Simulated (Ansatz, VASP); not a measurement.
# Sc in VASP and in Ansatz

```
CELL_PARAMETERS angstrom
3.31762 0.00000 0.00000
-1.65881 2.87315 0.00000
0.00000 0.00000 5.16564
ATOMIC_POSITIONS crystal
Sc 0.33333 0.66667 0.25000
Sc 0.66667 0.33333 0.75000
```

Alike in both runs: functional PBE; k mesh 16 × 16 × 8; occupations gaussian, width 0.05 eV; no spin polarisation.

Ansatz relaxed the structure, and its values are those at the end. VASP's run is a single point on that final structure, the one shown.

|  | VASP | Ansatz |
| --- | --- | --- |
| version | VASP 6.6.1 | Ansatz 0.2.0 |
| potentials or method | VASP PAW PBE potentials, release 64 (Sc_sv), cutoff 520 eV | scalar-relativistic, plane waves, PAW |
| valence electrons in the cell | 22 | 22 |

|  | VASP | Ansatz | Ansatz less VASP |
| --- | --- | --- | --- |
| gap on the k mesh at the Fermi level (eV) | none | none | - |
| pressure (GPa) | 0.0 | 0.0 | -0.02 |

A gap of «none» marks a metal or a gap that the smearing closes.
